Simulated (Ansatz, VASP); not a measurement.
## One calculation of TaN, two programs

```
Ta N
1.0
     0.00000    2.17472    2.17472
     2.17472    0.00000    2.17472
     2.17472    2.17472    0.00000
Ta N
1 1
Cartesian
  2.1747 2.1747 2.1747
  0.0000 0.0000 0.0000
```

Alike in both runs: functional LDA; k mesh 16 × 16 × 16; occupations fermi-dirac, width 0.15 eV; no spin polarisation.

Ansatz relaxed the structure, and its values are those at the end. VASP's run is a single point on that final structure, the one shown.

```csv
,VASP,Ansatz
version,VASP 6.6.1,Ansatz 0.2.0
potentials or method,"VASP PAW LDA potentials, release 64 (Ta_pv, N), cutoff 520 eV","scalar-relativistic, plane waves, PAW"
valence electrons in the cell,16,18
```

|  | VASP | Ansatz | Ansatz less VASP |
| --- | --- | --- | --- |
| gap on the k mesh at the Fermi level (eV) | none | none | - |
| pressure (GPa) | 2.1 | 0.0 | -2.05 |

LDA's correlation is that of Perdew and Zunger in VASP and of Perdew and Wang (1992) in Ansatz. A gap of «none» marks a metal or a gap that the smearing closes. VASP's potentials hold 16 valence electrons a cell and Ansatz's 18, so a difference there can come from the potentials and not from the codes.

Spin-orbit coupling is off throughout.
